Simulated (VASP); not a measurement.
Set up this calculation in VASP 6.6.1, as the native input.

- Task: single point
- Functional: PBEsol
- Potentials or basis: VASP PAW PBE potentials, release 64 (Si, C)
- Cutoff: 520 eV
- k mesh: 12 × 12 × 4
- Occupations: gaussian, width 0.05 eV
- Spin: no spin polarisation
- Dipole correction: no
- Further INCAR settings: ALGO = Normal; EDIFF = 1e-06; NBANDS = 26

The structure of SiC lies in POSCAR:

```
SiC
1.0
    2.9344000000      0.0000000000      0.0000000000
   -1.4672000000      2.5412649449      0.0000000000
    0.0000000000      0.0000000000     10.3445000000
Si C
4 4
Direct
    0.6666666667      0.3333333333      0.9378278494
    0.3333333333      0.6666666667      0.4378278494
    0.0000000000      0.0000000000      0.6878973398
    0.0000000000      0.0000000000      0.1878973398
    0.6666666667      0.3333333333      0.7498191768
    0.3333333333      0.6666666667      0.2498191768
    0.0000000000      0.0000000000      0.5004546340
    0.0000000000      0.0000000000      0.0004546340
```

The input as run:

INCAR

```
PREC = Accurate ; ENCUT = 520
EDIFF = 1E-6 ; ISMEAR = 0
SIGMA = 0.05 ; LREAL = F
LASPH = T ; NELM = 60
ALGO = Normal ; ISIF = 2
LWAVE = F ; LCHARG = F
GGA = PS ; NBANDS = 26
```

KPOINTS

```
Automatic mesh
0
Gamma
  12 12 4
```

Potentials or basis: VASP PAW PBE potentials, release 64 (Si, C).

The run is started by

```console
$ cat potpaw_PBE.64/Si/POTCAR potpaw_PBE.64/C/POTCAR > POTCAR
$ mpirun -np 1 vasp_std > vasp.out
```

It gave:

* Pressure: 20.0 GPa
* Largest force: 0.851 eV/Å
* Band gap on the k mesh: 1.68 eV, indirect (least direct gap 3.05 eV)

Caveat: the PAW data sets were made with another functional, which shifts forces and pressure a little.

It took 57 s on 1 thread of Intel(R) Xeon(R) Platinum 8559C (Emerald Rapids), with other jobs on the host, peak memory 0.24 GiB.
